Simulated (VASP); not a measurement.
# Zr (Fm-3m) in VASP: notebook, part 2 of 3

VASP 6.6.1. Earlier steps stand in the parts before.

## Step 3: Relaxation of cell and atoms, PBE

This run uses another cell than the first one, of 23.07 Å³/atom, 0.995 times its volume.

Contents of INCAR:

```
PREC     = Accurate       # precision mode
ENCUT    = 600            # plane-wave cutoff, eV
EDIFF    = 1E-7           # SCF threshold, eV
ISMEAR   = 0              # smearing method
SIGMA    = 0.1            # smearing width, eV
LREAL    = False          # projectors in reciprocal space
LASPH    = True           # aspherical terms in the spheres
NELM     = 80             # most SCF steps
ALGO     = Fast           # electronic algorithm
ISIF     = 3              # what is computed and relaxed
LWAVE    = False          # write WAVECAR
LCHARG   = False          # write CHGCAR
GGA      = PE             # functional
IBRION   = 2              # ionic algorithm
NSW      = 80             # ionic steps
EDIFFG   = -0.01          # ionic threshold
```

Contents of KPOINTS:

```
regular mesh
0
Gamma
  16 16 16
```

Contents of POSCAR:

```
Zr
1.0
    0.0000000000      2.2594957923      2.2594957923
    2.2594957923      0.0000000000      2.2594957923
    2.2594957923      2.2594957923      0.0000000000
Zr
1
Direct
    0.0000000000      0.0000000000      0.0000000000
```

Potentials or basis: VASP PAW PBE potentials, release 64 (Zr_sv).

Started as:

```
$ cat potpaw_PBE.64/Zr_sv/POTCAR > POTCAR
$ mpirun -np 1 vasp_std > vasp.out
```

OUTCAR:

```text
PREC = Accurate
   ENCUT = 600
   EDIFF = 1E-7
   ISMEAR = 0
   LREAL = False
   LASPH = True
   NELM = 80
   ISIF = 3
   GGA = PE
   IBRION = 2
   NSW = 80
   EDIFFG = -0.01

 ion  position               nearest neighbor table
   1  0.000  0.000  0.000-

  LATTYP: Found a face centered cubic cell.
 ALAT       =     4.5189915846

  Lattice vectors:

 A1 = (   0.0000000000,   2.2594957923,   2.2594957923)
 A2 = (   2.2594957923,   0.0000000000,   2.2594957923)
 A3 = (   2.2594957923,   2.2594957923,   0.0000000000)

Analysis of symmetry for initial positions (statically):
=====================================================================
 Subroutine PRICEL returns:
 Original cell was already a primitive cell.

 Routine SETGRP: Setting up the symmetry group for a
 face centered cubic supercell.

 Subroutine GETGRP returns: Found 48 space group operations
 (whereof 48 operations were pure point group operations)
 out of a pool of 48 trial point group operations.

The static configuration has the point symmetry O_h .

Analysis of symmetry for dynamics (positions and initial velocities):
=====================================================================
 Subroutine PRICEL returns:
 Original cell was already a primitive cell.

 Routine SETGRP: Setting up the symmetry group for a
 face centered cubic supercell.

 Subroutine GETGRP returns: Found 48 space group operations
 (whereof 48 operations were pure point group operations)
 out of a pool of 48 trial point group operations.

The dynamic configuration has the point symmetry O_h .

 Subroutine INISYM returns: Found 48 space group operations
 (whereof 48 operations are pure point group operations),
 and found     1 'primitive' translations

----------------------------------------------------------------------------------------

                                     Primitive cell

  volume of cell :      23.0709

  direct lattice vectors                    reciprocal lattice vectors
     0.000000000  2.259495792  2.259495792    -0.221288308  0.221288308  0.221288308
     2.259495792  0.000000000  2.259495792     0.221288308 -0.221288308  0.221288308
     2.259495792  2.259495792  0.000000000     0.221288308  0.221288308 -0.221288308

  length of vectors
     3.195409594  3.195409594  3.195409594     0.383282592  0.383282592  0.383282592

  position of ions in fractional coordinates (direct lattice)
     0.000000000  0.000000000  0.000000000

  ion indices of the primitive-cell ions
   primitive index   ion index
                 1           1

----------------------------------------------------------------------------------------

 KPOINTS: regular mesh

Automatic generation of k-mesh.
 Grid dimensions read from file:
 generate k-points for:   16   16   16

 Generating k-lattice:

  Cartesian coordinates                     Fractional coordinates (reciprocal lattice)
    -0.013830519  0.013830519  0.013830519     0.062500000  0.000000000  0.000000000
     0.013830519 -0.013830519  0.013830519     0.000000000  0.062500000  0.000000000
     0.013830519  0.013830519 -0.013830519     0.000000000  0.000000000  0.062500000

[... 46 lines left out ...]
 SYSTEM =  unknown system
   PREC   = accura    normal or accurate (medium, high low for compatibility)
   ISTART =      0    job   : 0-new  1-cont  2-samecut
   ICHARG =      2    charge: 1-file 2-atom 10-const
   ISPIN  =      1    spin polarized calculation?
   LNONCOLLINEAR =      F non collinear calculations
   LSORBIT =      F    spin-orbit coupling
   LASPH  =      T    aspherical Exc in radial PAW
   ENCUT  =  600.0 eV  44.10 Ry    6.64 a.u.   6.38  6.38  6.38*2*pi/ulx,y,z
   NELM   =     80;   NELMIN=  2; NELMDL= -5     # of ELM steps
   EDIFF  = 0.1E-06   stopping-criterion for ELM
   LREAL  =      F    real-space projection
   EDIFFG = -.1E-01   stopping-criterion for IOM
   NSW    =     80    number of steps for IOM
   IBRION =      2    ionic relax: 0-MD 1-quasi-New 2-CG
   NFREE  =      1    steps in history (QN), initial steepest desc. (CG)
   ISIF   =      3    stress and relaxation
   ISYM   =      2    0-nonsym 1-usesym 2-fastsym
   POTIM  = 0.5000    time-step for ionic-motion
   TEBEG  =    0.0;   TEEND  =   0.0 temperature during run
   PSTRESS=    0.0 pullay stress
   NELECT =      12.0000    total number of electrons
   NUPDOWN=      -1.0000    fix difference up-down
   EMIN   =  10.00;   EMAX   =-10.00  energy-range for DOS
   EFERMI =   0.00;   METHOD = LEGACY
   ISMEAR =     0;   SIGMA  =   0.10  broadening in eV -4-tet -1-fermi 0-gaus
   EFERMI_NEDOS =   21; number of points for ismear=-14 and -15
   IALGO  =     68    algorithm
   IMIX   =      4    mixing-type and parameters
     AMIX     =   0.40;   BMIX     =  1.00
     AMIX_MAG =   1.60;   BMIX_MAG =  1.00
  volume/ion in A,a.u.               =      23.07       155.69
  Fermi-wavevector in a.u.,A,eV,Ry     =   1.316579  2.487974 23.584083  1.733381
  Thomas-Fermi vector in A             =   2.446681
   LORBIT       =      0    0 simple, 1 ext, 2 COOP (PROOUT), +10 PAW based schemes
   GGA     = PE    functional components
   LHFCALC =     F    Hartree Fock is set to
   AEXX    =    0.0000 exact exchange contribution
   IVDW    =     0    specifies the selected vdW correction
   LEPSILON=     F    determine dielectric tensor
   LRPA    =     F    only Hartree local field effects (RPA)
 conjugate gradient relaxation of ions
 non-spin polarized calculation
 RMM-DIIS sequential band-by-band and
 Gauss-broadening in eV      SIGMA  =   0.10
  energy-cutoff  :      600.00
  volume of cell :       23.07
 maximum number of plane-waves:       785
 NGX is ok and might be reduce to    28
   NGX = 13   NGY = 13   NGZ = 13

--------------------------------------- Ionic step        1  -------------------------------------------

 number of electron      12.0000000 magnetization

 Free energy of the ion-electron system (eV)
  ---------------------------------------------------
  ext. energy  EPLUGINS =         0.00000000
  ---------------------------------------------------
  free energy    TOTEN  =        -8.48398580 eV

  energy without entropy =       -8.47432128  energy(sigma->0) =       -8.47915354

------------------------ aborting loop because EDIFF is reached ----------------------------------------

  FORCE on cell =-STRESS in cart. coord.  units (eV):
  Direction    XX          YY          ZZ          XY          YZ          ZX
  --------------------------------------------------------------------------------------
  -------------------------------------------------------------------------------------
  Total        0.0736968      0.0736968      0.0736968      0.0000000     -0.0000000     -0.0000000
  in kB        5.1179345      5.1179345      5.1179345      0.0000000     -0.0000000     -0.0000000
  external PRESSURE =       5.1179345 kB  Pullay stress =       0.0000000 kB
[... 57 lines left out ...]
--------------------------------------- Ionic step        3  -------------------------------------------

 number of electron      12.0000000 magnetization

 Free energy of the ion-electron system (eV)
  ---------------------------------------------------
  ext. energy  EPLUGINS =         0.00000000
  ---------------------------------------------------
  free energy    TOTEN  =        -8.48418913 eV

  energy without entropy =       -8.47443609  energy(sigma->0) =       -8.47931261

 E-fermi :   8.9298     XC(G=0): -11.0981

 val. band max:        8.9266832291   @ k =  -0.3125   0.3125   0.0625
 cond. band min:       8.9377136163   @ k =   0.2500   0.0000   0.0000
 fundamental gap:      0.0110303872
 Fermi energy:         8.9297982538

 k-point     1 :       0.0000    0.0000    0.0000
  band No.  band energies     occupation
      1     -39.7722      2.00000
      2     -17.2844      2.00000
      3     -17.2844      2.00000
      4     -17.2844      2.00000
      5       3.3683      2.00000
      6       9.9075      0.00000
      7       9.9075      0.00000
      8       9.9075      0.00000
      9      12.3291      0.00000
     10      12.3291      0.00000
[... 287 lines left out ...]
 k-point    24 :      -0.0625    0.0625    0.0000
  band No.  band energies     occupation
      1     -39.7583      2.00000
      2     -17.3790      2.00000
      3     -17.3116      2.00000
      4     -17.2907      2.00000
      5       3.7004      2.00000
      6       9.5997      0.00000
      7      10.0545      0.00000
      8      10.0797      0.00000
      9      12.0447      0.00000
     10      12.3234      0.00000

 [... further k-points ...]

------------------------ aborting loop because EDIFF is reached ----------------------------------------

  FORCE on cell =-STRESS in cart. coord.  units (eV):
  Direction    XX          YY          ZZ          XY          YZ          ZX
  --------------------------------------------------------------------------------------
  -------------------------------------------------------------------------------------
  Total        0.0003156      0.0003156      0.0003156      0.0000000      0.0000000     -0.0000000
  in kB        0.0217920      0.0217920      0.0217920      0.0000000      0.0000000     -0.0000000
  external PRESSURE =       0.0217920 kB  Pullay stress =       0.0000000 kB
[... 16 lines left out ...]
  FREE ENERGIE OF THE ION-ELECTRON SYSTEM (eV)
  ---------------------------------------------------
  free  energy   TOTEN  =        -8.4841891304 eV

  energy  without entropy=       -8.4744360890  energy(sigma->0) =       -8.47931261

 reached required accuracy - stopping structural energy minimisation
```

Run time: 86 s. Hardware: 1 thread of Intel Xeon 6975P-C (Granite Rapids), shared host; peak memory 0.19 GiB.

What came out:

- Free energy: -8.4842 eV
- Relaxed volume: 23.20 Å³/atom
- Relaxed cell: a = 3.201 Å, b = 3.201 Å, c = 3.201 Å, α = 60.00°, β = 60.00°, γ = 60.00°
- Space group after relaxing (to 0.05 Å): Fm-3m (No. 225)
- Energy gained by relaxing: 0.2 meV/atom
- Ionic steps: 3
- Pressure after relaxing: 0.0 GPa
- Band gap on the k mesh: zero (band 6 reaches 9.91 eV, above the bottom of band 7 at 8.54 eV)

Step by step:
| step | energy change (eV) | largest force (eV/Å) | pressure (GPa) | volume (Å³) |
| --- | --- | --- | --- | --- |
| 1 | 0.0000 | 0.0000 | 0.51 | 23.07 |
| 2 | 0.0000 | 0.0000 | -0.45 | 23.32 |
| 3 | -0.0002 | 0.0000 | 0.00 | 23.20 |

Final structure:
```
CELL_PARAMETERS angstrom
0.00000 2.26369 2.26369
2.26369 0.00000 2.26369
2.26369 2.26369 0.00000
ATOMIC_POSITIONS crystal
Zr 0.00000 0.00000 0.00000
```

## Step 4: Single point, PBE

Contents of INCAR:

```
  ALGO = Normal
  EDIFF = 1E-7
  ENCUT = 520
  GGA = PE
  ISIF = 2
  ISMEAR = 0
  LASPH = T
  LCHARG = F
  LREAL = F
  LWAVE = F
  NBANDS = 12
  NELM = 60
  PREC = Accurate
  SIGMA = 0.1
```

Contents of KPOINTS:

```
k-points
0
Gamma
  16 16 16
```

Contents of POSCAR:

```
Zr
1.0
    0.0000000000      2.2634806063      2.2634806063
    2.2634806063      0.0000000000      2.2634806063
    2.2634806063      2.2634806063      0.0000000000
Zr
1
Direct
    0.0000000000      0.0000000000      0.0000000000
```

Started as:

```
$ cat potpaw_PBE.64/Zr_sv/POTCAR > POTCAR
$ mpirun -np 1 vasp_std > vasp.out
```

Wall time 24 s (1 thread of Intel Xeon Platinum 8259CL at 2.50GHz (Skylake/Cascade Lake), shared host); peak memory 0.16 GiB.

Results (log left out):

```yaml
Free_energy: -8.4842 eV
Pressure: 0.0 GPa
Band_gap_on_the_k_mesh: zero (band 6 reaches 9.91 eV, above the bottom of band 7 at 8.54 eV)
```

Levels at points of the mesh, in eV from the Fermi level:
| k point | band 3 | band 4 | band 5 | band 6 | band 7 | band 8 | band 9 | band 10 |
| --- | --- | --- | --- | --- | --- | --- | --- | --- |
| (0.00, 0.00, 0.00) | -26.21 | -26.21 | -5.56 | 0.98 | 0.98 | 0.98 | 3.40 | 3.40 |
| (0.50, 0.00, 0.00) | -26.34 | -26.34 | -2.95 | 0.80 | 0.80 | 1.11 | 5.19 | 5.19 |
| (0.50, 0.50, 0.00) | -26.56 | -26.56 | -2.99 | -2.19 | 3.01 | 5.19 | 5.70 | 5.70 |

(Continued in part 3 of 3.)
